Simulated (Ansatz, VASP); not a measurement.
One calculation of F, two programs

```
F
1.0
     0.00000    2.53290    2.53290
     2.53290    0.00000    2.53290
     2.53290    2.53290    0.00000
F
2
Direct
  0.87500 0.87500 0.87500
  0.12500 0.12500 0.12500
```

Alike in both runs: task relaxation of cell and atoms; functional PBEsol; k mesh 14 × 14 × 14; occupations fermi-dirac, width 0.08 eV; no spin polarisation.

|  | VASP | Ansatz |
| --- | --- | --- |
| version | VASP 6.6.1 | Ansatz 0.2.0 |
| potentials or method | VASP PAW PBE potentials, release 64 (F) | PAW with Ansatz's default frozen-core files, scalar-relativistic |
| plane-wave cutoff (eV) | 600 | 420 |
| valence electrons in the cell | 14 | 14 |

Ansatz gave:

| Property | Result |
| --- | --- |
| relaxed volume (Å³/atom) | 13.67 |
| relaxed cell length with the largest relative difference (Å) | 3.381 |

Problem. Estimate VASP's values.

Solution. Relaxed volume (Å³/atom): 13.49; relaxed cell length with the largest relative difference (Å): 3.366.

VASP's potentials were made for PBE, not for PBEsol.

Noted on VASP's run: the volume moved by over 15 % at a fixed basis, so the end points are rough.
